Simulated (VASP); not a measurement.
Input of a VASP 6.6.1 run:

Contents of INCAR:

```
ALGO = Normal
EDIFF = 1E-8
ENCUT = 520
GGA = PS
ISIF = 2
ISMEAR = -1
LASPH = T
LCHARG = F
LEFG = T
LREAL = F
LWAVE = F
NBANDS = 18
NELM = 80
PREC = Accurate
SIGMA = 0.02
```

The input KPOINTS:

```
k-points
0
Gamma
  4 4 4
```

File POSCAR:

```
N
1.0
    5.6490000000     -0.0564900000     -0.0564900000
   -0.0564900000      5.6490000000     -0.0564900000
   -0.0564900000     -0.0564900000      5.6490000000
N
4
Direct
    0.0300000000      0.0300000000      0.0300000000
    0.4700000000      0.9700000000      0.5300000000
    0.5300000000      0.4700000000      0.9700000000
    0.9700000000      0.5300000000      0.4700000000
```

Potentials or basis: VASP PAW PBE potentials, release 64 (N).

Command:

```bash
$ cat potpaw_PBE.64/N/POTCAR > POTCAR
$ mpirun -np 1 vasp_std > vasp.out
```

(1) Predict the band gap on the k mesh.

(2) Predict the pressure.

## Answers

(1) zero (band 10 reaches -5.31 eV, above the bottom of band 11 at -5.46 eV).

(2) -4.2 GPa.

Caveat: the cell differs from its parent crystal (equal xy, yz and zx shear strains of -2 %); without QUAD_EFG the Cq values of the log hold for a quadrupole moment of 1 mb, not for the nuclei; the PAW data sets were made with another functional, which shifts forces and pressure a little.
